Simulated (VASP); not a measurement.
Wanted: the native input for a VASP 6.6.1 run.

```yaml
Task: single point
Functional: PBE
Potentials_or_basis: VASP PAW PBE potentials, release 64 (Zn, O)
Cutoff: 600 eV
k_mesh: 6 × 6 × 6
Occupations: gaussian, width 0.05 eV
Spin: no spin polarisation
Dipole_correction: no
Further_INCAR_settings: ALGO = Normal; EDIFF = 1e-06; NBANDS = 16
```

The structure of ZnO lies in POSCAR:

```
ZnO
1.0
    2.6461709590      0.0000000000      0.0000000000
    0.0000000000      2.6461709590      0.0000000000
    0.0000000000      0.0000000000      2.6461709590
Zn O
1 1
Direct
    0.0000000000      0.0000000000      0.0000000000
    0.5000000000      0.5000000000      0.5000000000
```

The input as run:

INCAR

```
SYSTEM = ZnO
ALGO = Normal
EDIFF = 1E-6
ENCUT = 600
GGA = PE
GGA_COMPAT = .False.
ISIF = 2
ISMEAR = 0
LASPH = .True.
LCHARG = .False.
LREAL = .False.
LWAVE = .False.
NBANDS = 16
NELM = 120
PREC = Accurate
SIGMA = 0.05
```

KPOINTS

```
k-points
0
Gamma
  6 6 6
  0 0 0
```

Potentials or basis: VASP PAW PBE potentials, release 64 (Zn, O).

Launch:

```bash
$ cat potpaw_PBE.64/Zn/POTCAR potpaw_PBE.64/O/POTCAR > POTCAR
$ mpirun -np 1 vasp_std > vasp.out
```

It gave:

- Pressure: 9.1 GPa
- Band gap on the k mesh: zero (band 9 reaches 3.58 eV, above the bottom of band 10 at 2.98 eV)

Caveat: the k points lie up to 0.40 Å⁻¹ apart.

Wall time 3.2 s on 1 thread of Intel(R) Xeon(R) 6975P-C (Granite Rapids), with other jobs on the host, peak memory 0.13 GiB.
